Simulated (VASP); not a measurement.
CsCl, 2 atoms in the cell. Symmetry: Pm-3m, No. 221, cubic system. Conventional cell: a = 3.969 Å, b = 3.969 Å, c = 3.969 Å, α = 90.00°, β = 90.00°, γ = 90.00°. Within 4.5 Å of Cs (site symmetry m-3m) lie 8 Cl at 3.44 Å and 6 Cs at 3.97 Å. Within 4.5 Å of Cl (site symmetry m-3m) lie 8 Cs at 3.44 Å and 6 Cl at 3.97 Å. 

| Quantity | Value |
| --- | --- |
| Program | VASP 6.6.1 |
| Task | single point |
| Functional | LDA |
| Potentials or basis | VASP PAW LDA potentials, release 64 (Cs_sv, Cl) |
| Cutoff | 500 eV |
| k mesh | 6 × 6 × 6 |
| Occupations | gaussian, width 0.02 eV |
| Spin | no spin polarisation |
| Dipole correction | no |
| Further INCAR settings | ALGO = Normal; EDIFF = 1e-06; NBANDS = 15 |

Potentials or basis: VASP PAW LDA potentials, release 64 (Cs_sv, Cl).

The run is started by

```console
$ cat potpaw_LDA.64/Cs_sv/POTCAR potpaw_LDA.64/Cl/POTCAR > POTCAR
$ mpirun -np 1 vasp_std > vasp.out
```

Hardware: 1 thread of Intel(R) Xeon(R) 6975P-C (Granite Rapids), with other jobs on the host.

Problem. How long does it take, and how much memory?

Solution. It took 10 s on 1 thread of Intel(R) Xeon(R) 6975P-C (Granite Rapids) (shared host), peak memory 0.15 GiB. Counts: scf iterations 12, k points 20.
